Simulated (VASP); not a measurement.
**InSb: single point with PBE**

InSb:

```
In Sb
1.0
     0.00000    3.23910    3.23910
     3.15812    0.00000    3.23910
     3.15812    3.23910    0.00000
In Sb
1 1
Direct
  0.00000 0.00000 0.00000
  0.75000 0.75000 0.75000
```

This cell differs from its parent crystal: strain -0.0250 x Voigt [1, 0, 0, 0, 0, 0].

```yaml
Program: VASP 6.6.1
Task: single point
Functional: PBE
Potentials_or_basis: VASP PAW PBE potentials, release 64 (In_d, Sb)
Cutoff: 520 eV
k_mesh: 12 × 12 × 12
Occupations: gaussian, width 0.15 eV
Spin: no spin polarisation
Dipole_correction: no
Further_INCAR_settings: ALGO = Normal; EDIFF = 1e-06; NBANDS = 16
```

```json
{"Pressure": "4.5 GPa"}
```

Stress tensor (GPa, compression positive):
```
4.88 0.00 0.00
0.00 4.28 0.00
0.00 0.00 4.28
```

Levels at points of the mesh, in eV from the Fermi level:
```tsv
k point	band 5	band 6	band 7	band 8	band 9	band 10	band 11	band 12	band 13	band 14
(0.00, 0.00, 0.00)	-14.70	-11.01	-0.17	-0.17	-0.17	-0.05	2.79	2.85	2.85	5.63
(0.50, 0.00, 0.00)	-14.70	-9.58	-5.87	-1.26	-1.09	0.45	3.62	3.76	5.95	8.28
(0.50, 0.50, 0.00)	-14.69	-8.96	-6.19	-2.44	-2.42	1.22	1.25	8.10	8.19	8.78
(0.00, 0.50, 0.50)	-14.69	-8.89	-6.08	-2.57	-2.57	1.06	1.09	8.19	8.19	8.94
```

Run time: 62 s on 1 thread of Intel(R) Xeon(R) 6975P-C (Granite Rapids) (shared host), peak memory 0.33 GiB.

Caveat: the cell differs from its parent crystal (strain -0.0250 x Voigt [1, 0, 0, 0, 0, 0]); the cell stands under pressure; spin-orbit coupling is left out, which moves the levels of the heavy elements.
